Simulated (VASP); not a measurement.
# Ta in VASP: further runs, part 2 of 3

VASP 6.6.1. Earlier steps stand in the parts before.

## 4. Single point, PBE (17.18 Å³/atom)

This run uses another cell than the first one, of 17.18 Å³/atom.

File INCAR:

```
ALGO = Fast
EDIFF = 1E-6
ENCUT = 520
GGA = PE
ISIF = 2
ISMEAR = 0
LASPH = True
LCHARG = False
LREAL = False
LWAVE = False
NBANDS = 12
NELM = 100
PREC = Accurate
SIGMA = 0.15
```

File KPOINTS:

```
k-points
0
Gamma
  20 20 20
```

File POSCAR:

```
Ta
1.0
   -1.6255974135      1.6255974135      1.6255974135
    1.6255974135     -1.6255974135      1.6255974135
    1.6255974135      1.6255974135     -1.6255974135
Ta
1
Direct
    0.0000000000      0.0000000000      0.0000000000
```

Potentials or basis: VASP PAW PBE potentials, release 64 (Ta_pv).

On the command line:

```console
cat potpaw_PBE.64/Ta_pv/POTCAR > POTCAR
mpirun -np 1 vasp_std > vasp.out
```

OUTCAR:

```text
EDIFF = 1E-6
   ENCUT = 520
   GGA = PE
   ISIF = 2
   ISMEAR = 0
   LASPH = True
   LREAL = False
   NELM = 100
   PREC = Accurate

 ion  position               nearest neighbor table
   1  0.000  0.000  0.000-

  LATTYP: Found a body centered cubic cell.
 ALAT       =     3.2511948270

  Lattice vectors:

 A1 = (  -1.6255974135,   1.6255974135,   1.6255974135)
 A2 = (   1.6255974135,  -1.6255974135,   1.6255974135)
 A3 = (   1.6255974135,   1.6255974135,  -1.6255974135)

Analysis of symmetry for initial positions (statically):
=====================================================================
 Subroutine PRICEL returns:
 Original cell was already a primitive cell.

 Routine SETGRP: Setting up the symmetry group for a
 body centered cubic supercell.

 Subroutine GETGRP returns: Found 48 space group operations
 (whereof 48 operations were pure point group operations)
 out of a pool of 48 trial point group operations.

The static configuration has the point symmetry O_h .

Analysis of symmetry for dynamics (positions and initial velocities):
=====================================================================
 Subroutine PRICEL returns:
 Original cell was already a primitive cell.

 Routine SETGRP: Setting up the symmetry group for a
 body centered cubic supercell.

 Subroutine GETGRP returns: Found 48 space group operations
 (whereof 48 operations were pure point group operations)
 out of a pool of 48 trial point group operations.

The dynamic configuration has the point symmetry O_h .

 Subroutine INISYM returns: Found 48 space group operations
 (whereof 48 operations are pure point group operations),
 and found     1 'primitive' translations

----------------------------------------------------------------------------------------

                                     Primitive cell

  volume of cell :      17.1830

  direct lattice vectors                    reciprocal lattice vectors
    -1.625597413  1.625597413  1.625597413     0.000000000  0.307579230  0.307579230
     1.625597413 -1.625597413  1.625597413     0.307579230  0.000000000  0.307579230
     1.625597413  1.625597413 -1.625597413     0.307579230  0.307579230  0.000000000

  length of vectors
     2.815617313  2.815617313  2.815617313     0.434982718  0.434982718  0.434982718

  position of ions in fractional coordinates (direct lattice)
     0.000000000  0.000000000  0.000000000

  ion indices of the primitive-cell ions
   primitive index   ion index
                 1           1

----------------------------------------------------------------------------------------

 KPOINTS: k-points

Automatic generation of k-mesh.
 Grid dimensions read from file:
 generate k-points for:   20   20   20

 Generating k-lattice:

  Cartesian coordinates                     Fractional coordinates (reciprocal lattice)
     0.000000000  0.015378961  0.015378961     0.050000000  0.000000000  0.000000000
     0.015378961  0.000000000  0.015378961     0.000000000  0.050000000  0.000000000
     0.015378961  0.015378961  0.000000000     0.000000000  0.000000000  0.050000000

  Length of vectors
     0.021749136  0.021749136  0.021749136

  Shift w.r.t. Gamma in fractional coordinates (k-lattice)
     0.000000000  0.000000000  0.000000000

 Subroutine IBZKPT returns following result:
 ===========================================

 Found    256 irreducible k-points:

 Following reciprocal coordinates:
            Coordinates               Weight
  0.000000  0.000000  0.000000      1.000000
  0.050000  0.000000  0.000000     12.000000
  0.100000  0.000000  0.000000     12.000000
  0.150000  0.000000  0.000000     12.000000
  0.200000  0.000000  0.000000     12.000000
  0.250000  0.000000  0.000000     12.000000
[... 16 lines left out ...]
  0.200000  0.100000  0.000000     48.000000
  0.250000  0.100000  0.000000     48.000000
 [... further k-points ...]
   k-points           NKPTS =    256   k-points in BZ     NKDIM =    256   number of bands    NBANDS=     12
   number of dos      NEDOS =    301   number of ions     NIONS =      1
   total plane-waves  NPLWV =  13824
   dimension x,y,z NGX =    24 NGY =   24 NGZ =   24
   dimension x,y,z NGXF=    48 NGYF=   48 NGZF=   48
   ions per type =               1
   NGX,Y,Z   is equivalent  to a cutoff of  14.17, 14.17, 14.17 a.u.
   NGXF,Y,Z  is equivalent  to a cutoff of  28.34, 28.34, 28.34 a.u.
 SYSTEM =  unknown system
   PREC   = accura    normal or accurate (medium, high low for compatibility)
   ISTART =      0    job   : 0-new  1-cont  2-samecut
   ICHARG =      2    charge: 1-file 2-atom 10-const
   ISPIN  =      1    spin polarized calculation?
   LNONCOLLINEAR =      F non collinear calculations
   LSORBIT =      F    spin-orbit coupling
   LASPH  =      T    aspherical Exc in radial PAW
   ENCUT  =  520.0 eV  38.22 Ry    6.18 a.u.   5.24  5.24  5.24*2*pi/ulx,y,z
   NELM   =    100;   NELMIN=  2; NELMDL= -5     # of ELM steps
   EDIFF  = 0.1E-05   stopping-criterion for ELM
   LREAL  =      F    real-space projection
[... 7 lines left out ...]
   TEBEG  =    0.0;   TEEND  =   0.0 temperature during run
   PSTRESS=    0.0 pullay stress
   NELECT =      11.0000    total number of electrons
   NUPDOWN=      -1.0000    fix difference up-down
   EMIN   =  10.00;   EMAX   =-10.00  energy-range for DOS
   EFERMI =   0.00;   METHOD = LEGACY
   ISMEAR =     0;   SIGMA  =   0.15  broadening in eV -4-tet -1-fermi 0-gaus
   EFERMI_NEDOS =   21; number of points for ismear=-14 and -15
   IALGO  =     68    algorithm
   IMIX   =      4    mixing-type and parameters
     AMIX     =   0.40;   BMIX     =  1.00
     AMIX_MAG =   1.60;   BMIX_MAG =  1.00
  volume/ion in A,a.u.               =      17.18       115.96
  Fermi-wavevector in a.u.,A,eV,Ry     =   1.410932  2.666275 27.085511  1.990729
  Thomas-Fermi vector in A             =   2.532835
   LORBIT       =      0    0 simple, 1 ext, 2 COOP (PROOUT), +10 PAW based schemes
   GGA     = PE    functional components
   LHFCALC =     F    Hartree Fock is set to
   AEXX    =    0.0000 exact exchange contribution
   IVDW    =     0    specifies the selected vdW correction
   LEPSILON=     F    determine dielectric tensor
   LRPA    =     F    only Hartree local field effects (RPA)
 non-spin polarized calculation
 RMM-DIIS sequential band-by-band and
 Gauss-broadening in eV      SIGMA  =   0.15
  energy-cutoff  :      520.00
  volume of cell :       17.18
 maximum number of plane-waves:       476
 NGX is ok and might be reduce to    24
   NGX = 11   NGY = 11   NGZ = 11

 number of electron      10.9999999 magnetization

 Free energy of the ion-electron system (eV)
  ---------------------------------------------------
  ext. energy  EPLUGINS =         0.00000000
  ---------------------------------------------------
  free energy    TOTEN  =       -11.77361789 eV

  energy without entropy =      -11.75972092  energy(sigma->0) =      -11.76666941

 E-fermi :   5.8616     XC(G=0): -12.8611

 val. band max:        5.8582954335   @ k =   0.3500   0.2000   0.0000
 cond. band min:       5.8823332916   @ k =   0.1000   0.0500   0.0500
 fundamental gap:      0.0240378580
 Fermi energy:         5.8616152539

 k-point     1 :       0.0000    0.0000    0.0000
  band No.  band energies     occupation
      1     -27.0089      2.00000
      2     -27.0089      2.00000
      3     -27.0089      2.00000
      4      -2.2197      2.00000
      5       6.6067      0.00000
      6       6.6067      0.00000
      7       6.6067      0.00000
      8      10.0497      0.00000
      9      10.0497      0.00000
     10      21.1088      0.00000
     11      21.1088      0.00000
     12      21.1088      0.00000

 k-point     2 :       0.0500    0.0000    0.0000
  band No.  band energies     occupation
      1     -27.0458      2.00000
      2     -27.0201      2.00000
      3     -27.0092      2.00000
      4      -2.1004      2.00000
      5       6.5277      0.00000
      6       6.5852      0.00000
      7       6.7235      0.00000
      8       9.9153      0.00000
      9      10.0490      0.00000
     10      21.2199      0.00000
     11      21.3166      0.00000
     12      21.4375      0.00000
[... 316 lines left out ...]
 k-point    24 :       0.2500    0.1000    0.0000
  band No.  band energies     occupation
      1     -27.9463      2.00000
      2     -27.3154      2.00000
      3     -27.0635      2.00000
      4       1.0864      2.00000
      5       4.8823      2.00000
      6       5.4251      1.99996
      7       9.3064      0.00000
      8      10.7335      0.00000
      9      10.9727      0.00000
     10      20.5962      0.00000
     11      20.7639      0.00000
     12      22.3223      0.00000

 [... further k-points ...]

------------------------ aborting loop because EDIFF is reached ----------------------------------------

  FORCE on cell =-STRESS in cart. coord.  units (eV):
  Direction    XX          YY          ZZ          XY          YZ          ZX
  --------------------------------------------------------------------------------------
  -------------------------------------------------------------------------------------
  Total        1.5044103      1.5044103      1.5044103      0.0000000      0.0000000     -0.0000000
  in kB      140.2742309    140.2742309    140.2742309      0.0000000      0.0000000     -0.0000000
  external PRESSURE =     140.2742309 kB  Pullay stress =       0.0000000 kB

 VOLUME and BASIS-vectors are now :
 -----------------------------------------------------------------------------
  energy-cutoff  :      520.00
  volume of cell :       17.18
      direct lattice vectors                 reciprocal lattice vectors
    -1.625597413  1.625597413  1.625597413     0.000000000  0.307579230  0.307579230
     1.625597413 -1.625597413  1.625597413     0.307579230  0.000000000  0.307579230
     1.625597413  1.625597413 -1.625597413     0.307579230  0.307579230  0.000000000

 POSITION                                       TOTAL-FORCE (eV/Angst)
 -----------------------------------------------------------------------------------
      0.00000      0.00000      0.00000         0.000000     -0.000000      0.000000
 -----------------------------------------------------------------------------------
    total drift:                               -0.000000      0.000000     -0.000000

  FREE ENERGIE OF THE ION-ELECTRON SYSTEM (eV)
  ---------------------------------------------------
  free  energy   TOTEN  =       -11.7736178903 eV

  energy  without entropy=      -11.7597209209  energy(sigma->0) =      -11.76666941
```

OSZICAR:

```text
N       E                     dE             d eps       ncg     rms          rms(c)
DAV:   1     0.620777975518E+02    0.62078E+02   -0.60984E+03  6176   0.880E+02
DAV:   2    -0.111404160027E+02   -0.73218E+02   -0.71243E+02  6832   0.248E+02
DAV:   3    -0.121981316349E+02   -0.10577E+01   -0.10496E+01  7388   0.281E+01
DAV:   4    -0.122007639798E+02   -0.26323E-02   -0.26322E-02  6672   0.155E+00
DAV:   5    -0.122007714125E+02   -0.74326E-05   -0.74326E-05  7372   0.791E-02    0.147E+01
RMM:   6    -0.118769895401E+02    0.32378E+00   -0.22024E-01  6529   0.397E+00    0.733E+00
RMM:   7    -0.117739529578E+02    0.10304E+00   -0.24448E-01  6934   0.410E+00    0.340E-01
RMM:   8    -0.117735389505E+02    0.41401E-03   -0.98811E-03  7446   0.964E-01    0.298E-01
RMM:   9    -0.117736422247E+02   -0.10327E-03   -0.11182E-03  7694   0.330E-01    0.572E-02
RMM:  10    -0.117736199850E+02    0.22240E-04   -0.14204E-04  7607   0.116E-01    0.954E-03
RMM:  11    -0.117736175872E+02    0.23978E-05   -0.24919E-05  7555   0.461E-02    0.380E-03
RMM:  12    -0.117736178903E+02   -0.30310E-06   -0.37877E-06  6440   0.159E-02
   1 F= -.11773618E+02 E0= -.11766669E+02  d E =-.138970E-01
```

It took 61 s on 1 thread of Intel Xeon 8259CL, shared host; peak memory 0.18 GiB.

Results:

```
Free energy            : -11.7736 eV
Pressure               : 14.0 GPa
Band gap on the k mesh : zero (an odd number of electrons rules out a gap without spin polarisation)
```

Levels at points of the mesh, in eV from the Fermi level:
| k point | band 3 | band 4 | band 5 | band 6 | band 7 | band 8 | band 9 | band 10 |
| --- | --- | --- | --- | --- | --- | --- | --- | --- |
| (0.00, 0.00, 0.00) | -32.87 | -8.08 | 0.75 | 0.75 | 0.75 | 4.19 | 4.19 | 15.25 |
| (0.50, 0.00, 0.00) | -32.88 | -4.58 | -1.67 | 1.83 | 4.10 | 5.19 | 8.28 | 12.18 |
| (0.50, 0.50, 0.50) | -33.82 | -4.08 | -4.08 | 7.24 | 7.24 | 7.24 | 9.11 | 9.11 |

Caveat: the cell stands under pressure; spin-orbit coupling is left out, which moves the levels of the heavy elements.

## 5. Single point, PBE (17.55 Å³/atom)

This run uses another cell than the first one, of 17.55 Å³/atom.

File INCAR:

```
SYSTEM = Ta
  PREC = Accurate
  ENCUT = 520
  EDIFF = 1E-6
  ISMEAR = 0
  SIGMA = 0.15
  LREAL = .False.
  LASPH = .True.
  NELM = 100
  ALGO = Normal
  ISIF = 2
  LWAVE = .False.
  LCHARG = .False.
  GGA = PE
  NBANDS = 12
```

File KPOINTS:

```
Automatic mesh
0
Gamma
  20 20 20
  0 0 0
```

File POSCAR:

```
Ta
1.0
   -1.6370582302      1.6370582302      1.6370582302
    1.6370582302     -1.6370582302      1.6370582302
    1.6370582302      1.6370582302     -1.6370582302
Ta
1
Direct
    0.0000000000      0.0000000000      0.0000000000
```

On the command line:

```console
cat potpaw_PBE.64/Ta_pv/POTCAR > POTCAR
mpirun -np 1 vasp_std > vasp.out
```

Run time: 53 s. Hardware: 1 thread of Intel Xeon 8259CL, shared host; peak memory 0.18 GiB.

The run converged. Its results:

* Free energy: -11.7999 eV
* Pressure: 9.0 GPa
* Band gap on the k mesh: zero (an odd number of electrons rules out a gap without spin polarisation)

Levels at points of the mesh, in eV from the Fermi level:
```
           k point  band 2  band 3  band 4  band 5  band 6  band 7  band 8  band 9  band 10  band 11
(0.00, 0.00, 0.00)  -32.96  -32.96   -8.00    0.75    0.75    0.75    4.11    4.11    14.80    15.15
(0.50, 0.00, 0.00)  -33.37  -32.97   -4.48   -1.61    1.72    4.01    5.07    8.07    12.08    12.17
(0.50, 0.50, 0.50)  -33.84  -33.84   -3.95   -3.95    7.06    7.06    7.06    8.91     8.91     8.91
```

Caveat: the cell stands under pressure; spin-orbit coupling is left out, which moves the levels of the heavy elements.

(Part 2 of 3 ends here.)
